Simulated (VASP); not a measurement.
**TiCo: single point with r2SCAN**

The system is TiCo.

```
CELL_PARAMETERS angstrom
2.98872 0.00000 0.00000
0.00000 2.98872 0.00000
0.00000 0.00000 2.98872
ATOMIC_POSITIONS crystal
Ti 0.00000 0.00000 0.00000
Co 0.50000 0.50669 0.50000
```

This cell differs from its parent crystal: atom 2 (Co) moved 0.02 Å along y.

```
Program             : VASP 6.6.1
Task                : single point
Functional          : r2SCAN
Potentials or basis : VASP PAW PBE potentials, release 64 (Ti_sv, Co)
Cutoff              : 520 eV
k mesh              : 12 × 12 × 12
Occupations         : gaussian, width 0.05 eV
Spin                : collinear spin, ferrimagnetic start
Starting moments    : [-0.29, 1.55] μB
```

The pressure is 0.3 GPa. The largest force is 0.114 eV/Å, the net moment is 0.90 μB per cell and the site moments are Ti -0.28; Co +1.38 μB. The valence electrons inside the program's atomic spheres are Ti 10.24; Co 8.32.

Forces on the atoms (eV/Å):
```
Ti   0.000  0.114  0.000
Co   0.000 -0.114  0.000
```

Levels at points of the mesh, in eV from the Fermi level:
Spin up:
| k point | band 8 | band 9 | band 10 | band 11 | band 12 | band 13 | band 14 | band 15 |
| --- | --- | --- | --- | --- | --- | --- | --- | --- |
| (0.00, 0.00, 0.00) | -2.35 | -2.35 | -2.35 | 0.56 | 0.56 | 2.90 | 2.90 | 2.90 |
| (0.50, 0.00, 0.00) | -2.50 | -2.50 | -2.05 | -1.22 | -0.29 | 0.88 | 0.88 | 2.53 |
| (0.00, 0.50, 0.00) | -2.50 | -2.50 | -2.05 | -1.22 | -0.29 | 0.88 | 0.88 | 2.53 |
| (0.50, 0.50, 0.00) | -3.14 | -2.37 | -1.26 | 0.66 | 0.66 | 1.31 | 2.57 | 2.57 |
| (0.50, 0.00, 0.50) | -3.14 | -2.37 | -1.27 | 0.66 | 0.66 | 1.30 | 2.57 | 2.57 |
| (0.50, 0.50, 0.50) | -2.34 | -2.34 | -2.05 | -2.05 | -2.05 | 3.69 | 3.69 | 7.05 |
Spin down:
| k point | band 8 | band 9 | band 10 | band 11 | band 12 | band 13 |
| --- | --- | --- | --- | --- | --- | --- |
| (0.00, 0.00, 0.00) | -1.42 | -1.42 | -1.42 | 1.59 | 1.59 | 2.88 |
| (0.50, 0.00, 0.00) | -1.54 | -1.17 | -0.99 | -0.88 | 0.70 | 0.70 |
| (0.00, 0.50, 0.00) | -1.53 | -1.19 | -0.99 | -0.87 | 0.70 | 0.70 |
| (0.50, 0.50, 0.00) | -2.44 | 0.25 | 0.25 | 1.03 | 1.12 | 1.28 |
| (0.50, 0.00, 0.50) | -2.44 | 0.25 | 0.25 | 1.03 | 1.11 | 1.28 |
| (0.50, 0.50, 0.50) | -2.32 | -2.32 | -2.32 | 1.07 | 1.07 | 3.26 |

It took 3.6 min on 1 thread of Intel(R) Xeon(R) 6975P-C (Granite Rapids), on a shared host, peak memory 0.29 GiB.

Caveat: the cell differs from its parent crystal (atom 2 (Co) moved 0.02 Å along y); the PAW data sets were made with another functional, which shifts forces and pressure a little.
